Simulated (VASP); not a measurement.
# RbBr (Fm-3m) in VASP: notebook

The runs below take RbBr through single point, with PBE, r2SCAN.

All numbers are computed with VASP 6.6.1; they aren't measurements. Logs are shortened: lines on timing, memory, paths and dates and some standing lists are left out, and cuts for length are marked.

## 1. The cell of the first run

Symmetry: Fm-3m, No. 225, cubic system. Conventional cell: a = 6.922 Å, b = 6.922 Å, c = 6.922 Å, α = 90.00°, β = 90.00°, γ = 90.00°. Within 4.5 Å of Rb (site symmetry m-3m) lie 6 Br at 3.46 Å. Within 4.5 Å of Br (site symmetry m-3m) lie 6 Rb at 3.46 Å.

## 2. Single point, PBE

INCAR

```
ALGO = Normal ; EDIFF = 1E-6
ENCUT = 520 ; GGA = PE
ISIF = 2 ; ISMEAR = 0
LASPH = True ; LCHARG = False
LREAL = False ; LWAVE = False
NBANDS = 15 ; NELM = 60
PREC = Accurate ; SIGMA = 0.01
```

KPOINTS

```
k-points
0
Gamma
  4 4 4
```

POSCAR

```
RbBr
1.0
    0.0000000000      3.4608321250      3.4608321250
    3.4608321250      0.0000000000      3.4608321250
    3.4608321250      3.4608321250      0.0000000000
Rb Br
1 1
Direct
    0.0000000000      0.0000000000      0.0000000000
    0.5000000000      0.5000000000      0.5000000000
```

Potentials or basis: VASP PAW PBE potentials, release 64 (Rb_sv, Br).

On the command line:

```bash
$ cat potpaw_PBE.64/Rb_sv/POTCAR potpaw_PBE.64/Br/POTCAR > POTCAR
$ mpirun -np 1 vasp_std > vasp.out
```

OUTCAR:

```text
EDIFF = 1E-6
   ENCUT = 520
   GGA = PE
   ISIF = 2
   ISMEAR = 0
   LASPH = True
   LREAL = False
   NELM = 60
   PREC = Accurate

 ion  position               nearest neighbor table
   1  0.000  0.000  0.000-   2 3.46   2 3.46   2 3.46   2 3.46   2 3.46   2 3.46
   2  0.500  0.500  0.500-   1 3.46   1 3.46   1 3.46   1 3.46   1 3.46   1 3.46

  LATTYP: Found a face centered cubic cell.
 ALAT       =     6.9216642500

  Lattice vectors:

 A1 = (   0.0000000000,   3.4608321250,   3.4608321250)
 A2 = (   3.4608321250,   0.0000000000,   3.4608321250)
 A3 = (   3.4608321250,   3.4608321250,   0.0000000000)

Analysis of symmetry for initial positions (statically):
=====================================================================
 Subroutine PRICEL returns:
 Original cell was already a primitive cell.

 Routine SETGRP: Setting up the symmetry group for a
 face centered cubic supercell.

 Subroutine GETGRP returns: Found 48 space group operations
 (whereof 48 operations were pure point group operations)
 out of a pool of 48 trial point group operations.

The static configuration has the point symmetry O_h .

Analysis of symmetry for dynamics (positions and initial velocities):
=====================================================================
 Subroutine PRICEL returns:
 Original cell was already a primitive cell.

 Routine SETGRP: Setting up the symmetry group for a
 face centered cubic supercell.

 Subroutine GETGRP returns: Found 48 space group operations
 (whereof 48 operations were pure point group operations)
 out of a pool of 48 trial point group operations.

The dynamic configuration has the point symmetry O_h .

 Subroutine INISYM returns: Found 48 space group operations
 (whereof 48 operations are pure point group operations),
 and found     1 'primitive' translations

----------------------------------------------------------------------------------------

                                     Primitive cell

  volume of cell :      82.9033

  direct lattice vectors                    reciprocal lattice vectors
     0.000000000  3.460832125  3.460832125    -0.144473925  0.144473925  0.144473925
     3.460832125  0.000000000  3.460832125     0.144473925 -0.144473925  0.144473925
     3.460832125  3.460832125  0.000000000     0.144473925  0.144473925 -0.144473925

  length of vectors
     4.894355728  4.894355728  4.894355728     0.250236178  0.250236178  0.250236178

  position of ions in fractional coordinates (direct lattice)
     0.000000000  0.000000000  0.000000000
     0.500000000  0.500000000  0.500000000

  ion indices of the primitive-cell ions
   primitive index   ion index
                 1           1
                 2           2

----------------------------------------------------------------------------------------

 KPOINTS: k-points

Automatic generation of k-mesh.
 Grid dimensions read from file:
 generate k-points for:    4    4    4

 Generating k-lattice:

  Cartesian coordinates                     Fractional coordinates (reciprocal lattice)
    -0.036118481  0.036118481  0.036118481     0.250000000  0.000000000  0.000000000
     0.036118481 -0.036118481  0.036118481     0.000000000  0.250000000  0.000000000
     0.036118481  0.036118481 -0.036118481     0.000000000  0.000000000  0.250000000

  Length of vectors
     0.062559045  0.062559045  0.062559045

  Shift w.r.t. Gamma in fractional coordinates (k-lattice)
     0.000000000  0.000000000  0.000000000

 Subroutine IBZKPT returns following result:
 ===========================================

 Found      8 irreducible k-points:

 Following reciprocal coordinates:
            Coordinates               Weight
  0.000000  0.000000  0.000000      1.000000
  0.250000  0.000000  0.000000      8.000000
  0.500000  0.000000  0.000000      4.000000
  0.250000  0.250000  0.000000      6.000000
  0.500000  0.250000  0.000000     24.000000
 -0.250000  0.250000  0.000000     12.000000
  0.500000  0.500000  0.000000      3.000000
 -0.250000  0.500000  0.250000      6.000000
   k-points           NKPTS =      8   k-points in BZ     NKDIM =      8   number of bands    NBANDS=     15
   number of dos      NEDOS =    301   number of ions     NIONS =      2
   total plane-waves  NPLWV =  46656
   dimension x,y,z NGX =    36 NGY =   36 NGZ =   36
   dimension x,y,z NGXF=    72 NGYF=   72 NGZF=   72
   ions per type =               1   1
   NGX,Y,Z   is equivalent  to a cutoff of  12.23, 12.23, 12.23 a.u.
   NGXF,Y,Z  is equivalent  to a cutoff of  24.46, 24.46, 24.46 a.u.
 SYSTEM =  unknown system
   PREC   = accura    normal or accurate (medium, high low for compatibility)
   ISTART =      0    job   : 0-new  1-cont  2-samecut
   ICHARG =      2    charge: 1-file 2-atom 10-const
   ISPIN  =      1    spin polarized calculation?
   LNONCOLLINEAR =      F non collinear calculations
   LSORBIT =      F    spin-orbit coupling
   LASPH  =      T    aspherical Exc in radial PAW
   ENCUT  =  520.0 eV  38.22 Ry    6.18 a.u.   9.10  9.10  9.10*2*pi/ulx,y,z
   NELM   =     60;   NELMIN=  2; NELMDL= -5     # of ELM steps
   EDIFF  = 0.1E-05   stopping-criterion for ELM
   LREAL  =      F    real-space projection
   EDIFFG = 0.1E-04   stopping-criterion for IOM
   NSW    =      0    number of steps for IOM
   IBRION =     -1    ionic relax: 0-MD 1-quasi-New 2-CG
   NFREE  =      0    steps in history (QN), initial steepest desc. (CG)
   ISIF   =      2    stress and relaxation
   ISYM   =      2    0-nonsym 1-usesym 2-fastsym
   POTIM  = 0.5000    time-step for ionic-motion
   TEBEG  =    0.0;   TEEND  =   0.0 temperature during run
   PSTRESS=    0.0 pullay stress
   NELECT =      16.0000    total number of electrons
   NUPDOWN=      -1.0000    fix difference up-down
   EMIN   =  10.00;   EMAX   =-10.00  energy-range for DOS
   EFERMI =   0.00;   METHOD = LEGACY
   ISMEAR =     0;   SIGMA  =   0.01  broadening in eV -4-tet -1-fermi 0-gaus
   EFERMI_NEDOS =   21; number of points for ismear=-14 and -15
   IALGO  =     38    algorithm
   IMIX   =      4    mixing-type and parameters
     AMIX     =   0.40;   BMIX     =  1.00
     AMIX_MAG =   1.60;   BMIX_MAG =  1.00
  volume/ion in A,a.u.               =      41.45       279.73
  Fermi-wavevector in a.u.,A,eV,Ry     =   0.946072  1.787817 12.177931  0.895053
  Thomas-Fermi vector in A             =   2.074035
   LORBIT       =      0    0 simple, 1 ext, 2 COOP (PROOUT), +10 PAW based schemes
   GGA     = PE    functional components
   LHFCALC =     F    Hartree Fock is set to
   AEXX    =    0.0000 exact exchange contribution
   IVDW    =     0    specifies the selected vdW correction
   LEPSILON=     F    determine dielectric tensor
   LRPA    =     F    only Hartree local field effects (RPA)
 non-spin polarized calculation
 Gauss-broadening in eV      SIGMA  =   0.01
  energy-cutoff  :      520.00
  volume of cell :       82.90
 maximum number of plane-waves:      2252
   NGX = 19   NGY = 19   NGZ = 19

 number of electron      15.9999997 magnetization

 Free energy of the ion-electron system (eV)
  ---------------------------------------------------
  ext. energy  EPLUGINS =         0.00000000
  ---------------------------------------------------
  free energy    TOTEN  =        -6.10908717 eV

  energy without entropy =       -6.10908717  energy(sigma->0) =       -6.10908717

 E-fermi :  -1.7623     XC(G=0):  -7.1175

 val. band max:       -1.8609479232   @ k =   0.0000   0.0000   0.0000
 cond. band min:       2.4271707495   @ k =   0.0000   0.0000   0.0000
 fundamental gap:      4.2881186727
 Fermi energy:        -1.7623483926

 k-point     1 :       0.0000    0.0000    0.0000
  band No.  band energies     occupation
      1     -26.3385      2.00000
      2     -14.0131      2.00000
      3     -10.4128      2.00000
      4     -10.4128      2.00000
      5     -10.4128      2.00000
      6      -1.8609      2.00000
      7      -1.8609      2.00000
      8      -1.8609      2.00000
      9       2.4272      0.00000
     10       5.4088      0.00000
     11       5.4088      0.00000
     12       5.4088      0.00000
     13       6.2767      0.00000
     14       6.2767      0.00000
     15       9.0611      0.00000

 k-point     2 :       0.2500    0.0000    0.0000
  band No.  band energies     occupation
      1     -26.3345      2.00000
      2     -14.0312      2.00000
      3     -10.4165      2.00000
      4     -10.4165      2.00000
      5     -10.3928      2.00000
      6      -2.3932      2.00000
      7      -2.0327      2.00000
      8      -2.0327      2.00000
      9       3.6631      0.00000
     10       5.2615      0.00000
     11       6.1103      0.00000
     12       6.1103      0.00000
     13       7.1068      0.00000
     14       7.1068      0.00000
     15      10.3651      0.00000

 k-point     3 :       0.5000    0.0000    0.0000
  band No.  band energies     occupation
      1     -26.3305      2.00000
      2     -14.0490      2.00000
      3     -10.4202      2.00000
      4     -10.4202      2.00000
      5     -10.3731      2.00000
      6      -2.8009      2.00000
      7      -2.1911      2.00000
      8      -2.1911      2.00000
      9       4.8762      0.00000
     10       5.7515      0.00000
     11       7.5370      0.00000
     12       7.5370      0.00000
     13       8.2077      0.00000
     14       8.2077      0.00000
     15       8.8287      0.00000
[... 55 lines left out ...]
 k-point     7 :       0.5000    0.5000    0.0000
  band No.  band energies     occupation
      1     -26.3282      2.00000
      2     -13.9631      2.00000
      3     -10.5748      2.00000
      4     -10.4769      2.00000
      5     -10.4769      2.00000
      6      -2.3269      2.00000
      7      -2.0183      2.00000
      8      -2.0183      2.00000
      9       3.7768      0.00000
     10       5.1567      0.00000
     11       7.1916      0.00000
     12       7.2844      0.00000
     13       7.4571      0.00000
     14       8.8534      0.00000
     15       8.8534      0.00000

 k-point     8 :      -0.2500    0.5000    0.2500
  band No.  band energies     occupation
      1     -26.3281      2.00000
      2     -13.9876      2.00000
      3     -10.5258      2.00000
      4     -10.5258      2.00000
      5     -10.3977      2.00000
      6      -2.3253      2.00000
      7      -2.2019      2.00000
      8      -2.2019      2.00000
      9       5.1899      0.00000
     10       5.1899      0.00000
     11       6.2796      0.00000
     12       6.6337      0.00000
     13       8.8930      0.00000
     14       8.9144      0.00000
     15       8.9924      0.00000

------------------------ aborting loop because EDIFF is reached ----------------------------------------

  FORCE on cell =-STRESS in cart. coord.  units (eV):
  Direction    XX          YY          ZZ          XY          YZ          ZX
  --------------------------------------------------------------------------------------
  -------------------------------------------------------------------------------------
  Total        0.2929741      0.2929741      0.2929741     -0.0000000     -0.0000000      0.0000000
  in kB        5.6619784      5.6619784      5.6619784     -0.0000000     -0.0000000      0.0000000
  external PRESSURE =       5.6619784 kB  Pullay stress =       0.0000000 kB

 VOLUME and BASIS-vectors are now :
 -----------------------------------------------------------------------------
  energy-cutoff  :      520.00
  volume of cell :       82.90
      direct lattice vectors                 reciprocal lattice vectors
     0.000000000  3.460832125  3.460832125    -0.144473925  0.144473925  0.144473925
     3.460832125  0.000000000  3.460832125     0.144473925 -0.144473925  0.144473925
     3.460832125  3.460832125  0.000000000     0.144473925  0.144473925 -0.144473925

 POSITION                                       TOTAL-FORCE (eV/Angst)
 -----------------------------------------------------------------------------------
      0.00000      0.00000      0.00000         0.000000      0.000000      0.000000
      3.46083      3.46083      3.46083         0.000000     -0.000000     -0.000000
 -----------------------------------------------------------------------------------
    total drift:                                0.000000      0.000000      0.000000

  FREE ENERGIE OF THE ION-ELECTRON SYSTEM (eV)
  ---------------------------------------------------
  free  energy   TOTEN  =        -6.1090871664 eV

  energy  without entropy=       -6.1090871664  energy(sigma->0) =       -6.10908717
```

Wall time 8.3 s (1 thread of Intel Xeon Platinum 8488C (Sapphire Rapids), shared host); peak memory 0.2 GiB.

What came out:

```
Free energy            : -6.1091 eV
Pressure               : 0.6 GPa
Band gap on the k mesh : 4.29 eV, direct
```

Levels at points of the mesh, in eV from the valence-band top:
```
           k point  band 6  band 7  band 8  band 9  band 10  band 11
(0.00, 0.00, 0.00)    0.00    0.00    0.00    4.29     7.27     7.27
(0.50, 0.00, 0.00)   -0.94   -0.33   -0.33    6.74     7.61     9.40
(0.50, 0.50, 0.00)   -0.47   -0.16   -0.16    5.64     7.02     9.05
```

## 3. Single point, PBE

INCAR

```
SYSTEM = RbBr
PREC     = Accurate       ! precision mode
ENCUT    = 520            ! plane-wave cutoff, eV
EDIFF    = 1E-6           ! SCF threshold, eV
ISMEAR   = 0              ! smearing method
SIGMA    = 0.01           ! smearing width, eV
LREAL    = .FALSE.        ! projectors in reciprocal space
LASPH    = .TRUE.         ! aspherical terms in the spheres
NELM     = 100            ! most SCF steps
ALGO     = Normal         ! electronic algorithm
ISIF     = 2              ! what is computed and relaxed
LWAVE    = .FALSE.        ! write WAVECAR
LCHARG   = .FALSE.        ! write CHGCAR
GGA      = PE             ! functional
NBANDS   = 15             ! bands
```

KPOINTS

```
Automatic mesh
0
G
  4 4 4
  0 0 0
```

POSCAR is that of step 2.

Potentials or basis: VASP PAW PBE potentials, release 64 (Rb_sv, Br).

On the command line:

```bash
$ cat potpaw_PBE.64/Rb_sv/POTCAR potpaw_PBE.64/Br/POTCAR > POTCAR
$ mpirun -np 1 vasp_std > vasp.out
```

Wall time 7.3 s (1 thread of Intel Xeon Platinum 8488C (Sapphire Rapids), shared host); peak memory 0.2 GiB.

Results (log left out):

| Item | Value |
| --- | --- |
| Free energy | -6.1091 eV |
| Pressure | 0.6 GPa |
| Band gap on the k mesh | 4.29 eV, direct |

Levels at points of the mesh, in eV from the valence-band top:
```
           k point  band 6  band 7  band 8  band 9  band 10  band 11
(0.00, 0.00, 0.00)    0.00    0.00    0.00    4.29     7.27     7.27
(0.50, 0.00, 0.00)   -0.94   -0.33   -0.33    6.74     7.61     9.40
(0.50, 0.50, 0.00)   -0.47   -0.16   -0.16    5.64     7.02     9.05
```

[end of part 1 of 2]
